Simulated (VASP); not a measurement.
# Ga16N15 (a cell with a defect) in VASP: single point with PBE

Aim: the single point of Ga16N15 (a cell with a defect) with PBE.

Everything below comes from runs of VASP 6.6.1. Logs are shortened: lines on timing, memory, paths and dates and some standing lists are left out, and cuts for length are marked.

## (1) The cell of the first run

The cell holds a defect, 31 atoms: a = 7.393 Å, b = 7.393 Å, c = 7.393 Å, α = 109.47°, β = 109.47°, γ = 109.47°.

## (2) Single point, PBE (atoms taken out, then relaxed in part)

Contents of INCAR:

```
PREC = Accurate ; ENCUT = 520
EDIFF = 1E-6 ; ISMEAR = 0
SIGMA = 0.05 ; LREAL = Auto
LASPH = T ; NELM = 80
ALGO = Fast ; ISIF = 2
LWAVE = F ; LCHARG = F
GGA = PE ; NBANDS = 162
```

Contents of KPOINTS:

```
regular mesh
0
Gamma
  4 4 4
```

Contents of POSCAR:

```
Ga16N15
1.0
   -4.2682623548      4.2682623548     -4.2682623548
    4.2682623548      4.2682623548      4.2682623548
    4.2682623548     -4.2682623548     -4.2682623548
Ga N
16 15
Direct
    0.2748750264      0.7748750264      0.0497500528
   -0.0063229712      0.0004811615     -0.0058418097
    0.4859418058      0.7459281435      0.7500000000
    0.7424529242      0.2424529242     -0.0150941516
    0.2459281435     -0.0140581942      0.7500000000
    0.5004811615      0.4936770288     -0.0058418097
    0.0040718565      0.2640581942      0.7500000000
    0.7495188385      0.7563229712      0.5058418097
    0.5075470758      0.0075470758      0.5150941516
    0.7640581942      0.5040718565      0.7500000000
   -0.0024463882      0.7524463882      0.2500000000
    0.2563229712      0.2495188385      0.5058418097
   -0.0248750264      0.4751249736      0.4502499472
    0.7524463882     -0.0024463882      0.2500000000
    0.4975536118      0.2524463882      0.2500000000
    0.2524463882      0.4975536118      0.2500000000
    0.1250000000      0.6250000000      0.7500000000
    0.5008919434      0.5008919434      0.5017838868
    0.7523562170     -0.0023562170      0.7500000000
    0.2635405531      0.7635405531      0.4919740896
    0.4976437830      0.2523562170      0.7500000000
    0.0008919434      0.0008919434      0.5017838868
    0.7519366904      0.5146476730      0.2665843634
    0.4980633096      0.7353523270      0.2334156366
    0.7284335364      0.2284335364      0.4919740896
   -0.0135405531      0.4864594469      0.0080259104
    0.2353523270     -0.0019366904      0.2334156366
    0.0146476730      0.2519366904      0.2665843634
    0.7491080566      0.7491080566     -0.0017838868
    0.5215664636      0.0215664636      0.0080259104
    0.2491080566      0.2491080566     -0.0017838868
```

Potentials or basis: VASP PAW PBE potentials, release 64 (Ga_d, N).

Run with:

```bash
$ cat potpaw_PBE.64/Ga_d/POTCAR potpaw_PBE.64/N/POTCAR > POTCAR
$ mpirun -np 1 vasp_std > vasp.out
```

OUTCAR:

```text
PREC = Accurate
   ENCUT = 520
   EDIFF = 1E-6
   ISMEAR = 0
   LREAL = Auto
   LASPH = T
   NELM = 80
   ISIF = 2
   GGA = PE

 ion  position               nearest neighbor table
   1  0.275  0.775  0.050-  17 1.81  24 1.93  27 1.93  26 2.30  30 2.30   9 2.81  16 2.90  11 2.90
                            14 2.90  15 2.90
   2  0.994  0.000  0.994-  19 2.06  27 2.06  29 2.13  31 2.13  28 2.15
   3  0.486  0.746  0.750-  20 2.14  30 2.14  29 2.17  18 2.17  19 2.21   5 2.90
   4  0.742  0.242  0.985-  30 1.99  26 1.99  19 2.09  21 2.09  28 2.33  23 2.33  13 2.81   9 2.84

   5  0.246  0.986  0.750-  20 2.14  30 2.14  22 2.17  31 2.17  21 2.21   3 2.90
   6  0.500  0.494  0.994-  21 2.06  24 2.06  29 2.13  31 2.13  23 2.15
   7  0.004  0.264  0.750-  26 2.14  25 2.14  22 2.17  31 2.17  19 2.21  10 2.90
   8  0.750  0.756  0.506-  19 2.06  23 2.06  22 2.13  18 2.13  24 2.15
   9  0.508  0.008  0.515-  25 1.99  20 1.99  21 2.09  19 2.09  24 2.33  27 2.33   1 2.81   4 2.84

  10  0.764  0.504  0.750-  26 2.14  25 2.14  18 2.17  29 2.17  21 2.21   7 2.90
  11  0.998  0.752  0.250-  22 2.12  29 2.12  26 2.13  20 2.13  27 2.14  23 2.14   1 2.90  13 2.90

  12  0.256  0.250  0.506-  21 2.06  28 2.06  22 2.13  18 2.13  27 2.15
  13  0.975  0.475  0.450-  17 1.81  23 1.93  28 1.93  20 2.30  25 2.30   4 2.81  16 2.90  11 2.90
                            14 2.90  15 2.90
  14  0.752  0.998  0.250-  22 2.12  29 2.12  25 2.13  30 2.13  24 2.14  28 2.14   1 2.90  13 2.90

  15  0.498  0.252  0.250-  18 2.12  31 2.12  30 2.13  25 2.13  23 2.14  27 2.14   1 2.90  13 2.90

  16  0.252  0.498  0.250-  18 2.12  31 2.12  26 2.13  20 2.13  28 2.14  24 2.14   1 2.90  13 2.90

  17  0.125  0.625  0.750-   1 1.81  13 1.81
  18  0.501  0.501  0.502-  15 2.12  16 2.12   8 2.13  12 2.13  10 2.17   3 2.17
  19  0.752  0.998  0.750-   2 2.06   8 2.06   4 2.09   9 2.09   3 2.21   7 2.21
  20  0.264  0.764  0.492-   9 1.99  11 2.13  16 2.13   5 2.14   3 2.14  13 2.30
  21  0.498  0.252  0.750-   6 2.06  12 2.06   9 2.09   4 2.09  10 2.21   5 2.21
  22  0.001  0.001  0.502-  11 2.12  14 2.12  12 2.13   8 2.13   5 2.17   7 2.17
  23  0.752  0.515  0.267-  13 1.93   8 2.06  11 2.14  15 2.14   6 2.15   4 2.33
  24  0.498  0.735  0.233-   1 1.93   6 2.06  14 2.14  16 2.14   8 2.15   9 2.33
  25  0.728  0.228  0.492-   9 1.99  14 2.13  15 2.13   7 2.14  10 2.14  13 2.30
  26  0.986  0.486  0.008-   4 1.99  11 2.13  16 2.13   7 2.14  10 2.14   1 2.30
  27  0.235  0.998  0.233-   1 1.93   2 2.06  11 2.14  15 2.14  12 2.15   9 2.33
  28  0.015  0.252  0.267-  13 1.93  12 2.06  14 2.14  16 2.14   2 2.15   4 2.33
  29  0.749  0.749  0.998-  11 2.12  14 2.12   2 2.13   6 2.13   3 2.17  10 2.17
  30  0.522  0.022  0.008-   4 1.99  14 2.13  15 2.13   3 2.14   5 2.14   1 2.30
  31  0.249  0.249  0.998-  15 2.12  16 2.12   2 2.13   6 2.13   5 2.17   7 2.17

  LATTYP: Found a body centered cubic cell.
 ALAT       =     8.5365247096

  Lattice vectors:

 A1 = (  -4.2682623548,   4.2682623548,  -4.2682623548)
 A2 = (   4.2682623548,   4.2682623548,   4.2682623548)
 A3 = (   4.2682623548,  -4.2682623548,  -4.2682623548)

Analysis of symmetry for initial positions (statically):
=====================================================================
 Subroutine PRICEL returns:
 Original cell was already a primitive cell.

 Routine SETGRP: Setting up the symmetry group for a
 body centered cubic supercell.

 Subroutine GETGRP returns: Found  8 space group operations
 (whereof  2 operations were pure point group operations)
 out of a pool of 48 trial point group operations.

The static configuration has the point symmetry C_1h.
 The point group associated with its full space group is D_2h.

Analysis of symmetry for dynamics (positions and initial velocities):
=====================================================================
 Subroutine PRICEL returns:
 Original cell was already a primitive cell.

 Routine SETGRP: Setting up the symmetry group for a
 body centered cubic supercell.

 Subroutine GETGRP returns: Found  8 space group operations
 (whereof  2 operations were pure point group operations)
 out of a pool of 48 trial point group operations.

The dynamic configuration has the point symmetry C_1h.
 The point group associated with its full space group is D_2h.

 Subroutine INISYM returns: Found  8 space group operations
 (whereof  2 operations are pure point group operations),
 and found     1 'primitive' translations

----------------------------------------------------------------------------------------

                                     Primitive cell

  volume of cell :     311.0379

  direct lattice vectors                    reciprocal lattice vectors
    -4.268262355  4.268262355 -4.268262355     0.000000000  0.117143690 -0.117143690
     4.268262355  4.268262355  4.268262355     0.117143690  0.117143690  0.000000000
     4.268262355 -4.268262355 -4.268262355     0.117143690  0.000000000 -0.117143690

  length of vectors
     7.392847259  7.392847259  7.392847259     0.165666194  0.165666194  0.165666194

  position of ions in fractional coordinates (direct lattice)
     0.274875026  0.774875026  0.049750053
     0.993677029  0.000481161  0.994158190
     0.485941806  0.745928144  0.750000000
     0.742452924  0.242452924  0.984905848
     0.245928144  0.985941806  0.750000000
     0.500481161  0.493677029  0.994158190
[... 23 lines left out ...]
     0.521566464  0.021566464  0.008025910
     0.249108057  0.249108057  0.998216113

  ion indices of the primitive-cell ions
   primitive index   ion index
                 1           1
                 2           2
                 3           3
                 4           4
                 5           5
                 6           6
[... 23 lines left out ...]
                30          30
                31          31

----------------------------------------------------------------------------------------

 KPOINTS: regular mesh

Automatic generation of k-mesh.
 Grid dimensions read from file:
 generate k-points for:    4    4    4

 Generating k-lattice:

  Cartesian coordinates                     Fractional coordinates (reciprocal lattice)
     0.000000000  0.029285922 -0.029285922     0.250000000  0.000000000  0.000000000
     0.029285922  0.029285922  0.000000000     0.000000000  0.250000000  0.000000000
     0.029285922  0.000000000 -0.029285922     0.000000000  0.000000000  0.250000000

  Length of vectors
     0.041416549  0.041416549  0.041416549

  Shift w.r.t. Gamma in fractional coordinates (k-lattice)
     0.000000000  0.000000000  0.000000000

 Subroutine IBZKPT returns following result:
 ===========================================

 Found     18 irreducible k-points:

 Following reciprocal coordinates:
            Coordinates               Weight
  0.000000  0.000000  0.000000      1.000000
  0.250000  0.000000  0.000000      8.000000
  0.000000  0.000000  0.250000      2.000000
  0.250000 -0.250000  0.000000      2.000000
  0.500000  0.000000  0.000000      4.000000
  0.000000  0.000000  0.500000      1.000000
[... 10 lines left out ...]
  0.250000 -0.250000  0.500000      2.000000
  0.500000  0.500000  0.500000      1.000000
   k-points           NKPTS =     18   k-points in BZ     NKDIM =     18   number of bands    NBANDS=    162
   number of dos      NEDOS =    301   number of ions     NIONS =     31
   total plane-waves  NPLWV = 175616
   dimension x,y,z NGX =    56 NGY =   56 NGZ =   56
   dimension x,y,z NGXF=   112 NGYF=  112 NGZF=  112
   ions per type =              16  15
   NGX,Y,Z   is equivalent  to a cutoff of  12.59, 12.59, 12.59 a.u.
   NGXF,Y,Z  is equivalent  to a cutoff of  25.19, 25.19, 25.19 a.u.
 SYSTEM =  unknown system
   PREC   = accura    normal or accurate (medium, high low for compatibility)
   ISTART =      0    job   : 0-new  1-cont  2-samecut
   ICHARG =      2    charge: 1-file 2-atom 10-const
   ISPIN  =      1    spin polarized calculation?
   LNONCOLLINEAR =      F non collinear calculations
   LSORBIT =      F    spin-orbit coupling
   LASPH  =      T    aspherical Exc in radial PAW
   ENCUT  =  520.0 eV  38.22 Ry    6.18 a.u.  13.75 13.75 13.75*2*pi/ulx,y,z
   NELM   =     80;   NELMIN=  2; NELMDL= -5     # of ELM steps
   EDIFF  = 0.1E-05   stopping-criterion for ELM
   LREAL  =      T    real-space projection
   EDIFFG = 0.1E-04   stopping-criterion for IOM
   NSW    =      0    number of steps for IOM
   IBRION =     -1    ionic relax: 0-MD 1-quasi-New 2-CG
   NFREE  =      0    steps in history (QN), initial steepest desc. (CG)
   ISIF   =      2    stress and relaxation
   ISYM   =      2    0-nonsym 1-usesym 2-fastsym
   POTIM  = 0.5000    time-step for ionic-motion
   TEBEG  =    0.0;   TEEND  =   0.0 temperature during run
   PSTRESS=    0.0 pullay stress
   NELECT =     283.0000    total number of electrons
   NUPDOWN=      -1.0000    fix difference up-down
   EMIN   =  10.00;   EMAX   =-10.00  energy-range for DOS
   EFERMI =   0.00;   METHOD = LEGACY
   ISMEAR =     0;   SIGMA  =   0.05  broadening in eV -4-tet -1-fermi 0-gaus
   EFERMI_NEDOS =   21; number of points for ismear=-14 and -15
   IALGO  =     68    algorithm
   IMIX   =      4    mixing-type and parameters
     AMIX     =   0.40;   BMIX     =  1.00
     AMIX_MAG =   1.60;   BMIX_MAG =  1.00
  volume/ion in A,a.u.               =      10.03        67.71
  Fermi-wavevector in a.u.,A,eV,Ry     =   1.586351  2.997768 34.239178  2.516509
  Thomas-Fermi vector in A             =   2.685675
   LORBIT       =      0    0 simple, 1 ext, 2 COOP (PROOUT), +10 PAW based schemes
   GGA     = PE    functional components
   LHFCALC =     F    Hartree Fock is set to
   AEXX    =    0.0000 exact exchange contribution
   IVDW    =     0    specifies the selected vdW correction
   LEPSILON=     F    determine dielectric tensor
   LRPA    =     F    only Hartree local field effects (RPA)
 non-spin polarized calculation
 RMM-DIIS sequential band-by-band and
 Gauss-broadening in eV      SIGMA  =   0.05
  energy-cutoff  :      520.00
  volume of cell :      311.04
 maximum number of plane-waves:      8440
 NGX is ok and might be reduce to    56
   NGX = 27   NGY = 27   NGZ = 27

 number of electron     283.0000010 magnetization

 Free energy of the ion-electron system (eV)
  ---------------------------------------------------
  ext. energy  EPLUGINS =         0.00000000
  ---------------------------------------------------
  free energy    TOTEN  =      -165.92437355 eV

  energy without entropy =     -165.91888271  energy(sigma->0) =     -165.92162813

 E-fermi :   9.0899     XC(G=0): -12.7741

 val. band max:        9.0899276671   @ k =   0.5000   0.0000  -0.2500
 cond. band min:       9.0934346607   @ k =   0.2500   0.2500   0.0000
 fundamental gap:      0.0035069935
 Fermi energy:         9.0899480047

 k-point     1 :       0.0000    0.0000    0.0000
  band No.  band energies     occupation
      1      -9.7143      2.00000
      2      -8.4357      2.00000
      3      -8.3185      2.00000
      4      -8.2673      2.00000
      5      -8.1102      2.00000
      6      -8.0554      2.00000
[... 2797 lines left out ...]
    152      12.0159      0.00000
    153      12.0614      0.00000
 [bands above 153 left out]

------------------------ aborting loop because EDIFF is reached ----------------------------------------

  FORCE on cell =-STRESS in cart. coord.  units (eV):
  Direction    XX          YY          ZZ          XY          YZ          ZX
  --------------------------------------------------------------------------------------
  -------------------------------------------------------------------------------------
  Total       16.9051227     16.9383194     16.9051227      0.0000000      0.0000000     -2.1225328
  in kB       87.0794345     87.2504327     87.0794345      0.0000000      0.0000000    -10.9333104
  external PRESSURE =      87.1364339 kB  Pullay stress =       0.0000000 kB

 VOLUME and BASIS-vectors are now :
 -----------------------------------------------------------------------------
  energy-cutoff  :      520.00
  volume of cell :      311.04
      direct lattice vectors                 reciprocal lattice vectors
    -4.268262355  4.268262355 -4.268262355     0.000000000  0.117143690 -0.117143690
     4.268262355  4.268262355  4.268262355     0.117143690  0.117143690  0.000000000
     4.268262355 -4.268262355 -4.268262355     0.117143690  0.000000000 -0.117143690

 POSITION                                       TOTAL-FORCE (eV/Angst)
 -----------------------------------------------------------------------------------
      2.34648      4.26826      1.92178        -0.033044      0.000000      0.033044
      0.00411      0.00000     -8.48255        -0.015547      0.000000      0.007126
      4.31089      2.05675     -2.09151        -0.004299     -0.021970     -0.004299
      2.06971      0.00000     -6.33797         0.003081      0.000000     -0.003081
      6.35977      2.05675     -0.04262         0.004299     -0.021970      0.004299
      4.21429      0.00000     -4.27237        -0.007126      0.000000      0.015547
[... 23 lines left out ...]
     -2.09987      2.28398     -2.16839         0.003102     -0.001106     -0.003102
      4.26065     -2.13413     -4.26065        -0.002273      0.000000      0.002273
 -----------------------------------------------------------------------------------
    total drift:                               -0.000000      0.000000      0.000000

  FREE ENERGIE OF THE ION-ELECTRON SYSTEM (eV)
  ---------------------------------------------------
  free  energy   TOTEN  =      -165.9243735514 eV

  energy  without entropy=     -165.9188827101  energy(sigma->0) =     -165.92162813
```

Run time: 1.5 h. Hardware: 1 thread of Oxide Virtual Turin-like, shared host; peak memory 0.76 GiB.

Results:

```yaml
Free_energy: -165.9244 eV
Pressure: 8.7 GPa
Largest_force: 0.047 eV/Å
Band_gap_on_the_k_mesh: zero (an odd number of electrons rules out a gap without spin polarisation)
```

Forces on the atoms (eV/Å):
```
Ga  -0.033  0.000  0.033
Ga  -0.016  0.000  0.007
Ga  -0.004 -0.022 -0.004
Ga   0.003  0.000 -0.003
Ga   0.004 -0.022  0.004
Ga  -0.007  0.000  0.016
Ga  -0.004  0.022 -0.004
Ga   0.007  0.000 -0.016
Ga  -0.003  0.000  0.003
Ga   0.004  0.022  0.004
Ga   0.002  0.000  0.002
Ga   0.016  0.000 -0.007
Ga   0.033  0.000 -0.033
Ga  -0.002  0.000 -0.002
Ga   0.002  0.000  0.002
Ga  -0.002  0.000 -0.002
N    0.000  0.000  0.000
N    0.002  0.000 -0.002
N   -0.008  0.000 -0.008
N   -0.003 -0.001  0.003
N    0.008  0.000  0.008
N    0.002  0.000 -0.002
N   -0.006  0.000 -0.011
N    0.006  0.000  0.011
N   -0.003  0.001  0.003
N    0.003  0.001 -0.003
N   -0.011  0.000 -0.006
N    0.011  0.000  0.006
N   -0.002  0.000  0.002
N    0.003 -0.001 -0.003
N   -0.002  0.000  0.002
```

Levels at points of the mesh, in eV from the Fermi level:
```
           k point  band 139  band 140  band 141  band 142  band 143  band 144
(0.00, 0.00, 0.00)     -2.13     -1.80     -1.78     -0.97     -0.76      0.36
(0.50, 0.00, 0.00)     -2.10     -1.88     -0.45      0.10      0.15      1.13
(0.00, 0.00, 0.50)     -2.05     -2.04     -1.01      0.31      0.70      0.83
(0.50, 0.50, 0.00)     -1.99     -1.90     -0.68      0.07      0.46      1.10
(0.50, 0.50, 0.50)     -1.94     -1.86     -0.47      0.48      0.56      1.43
```

Caveat: the cell differs from its parent crystal (atoms taken out, then relaxed in part).
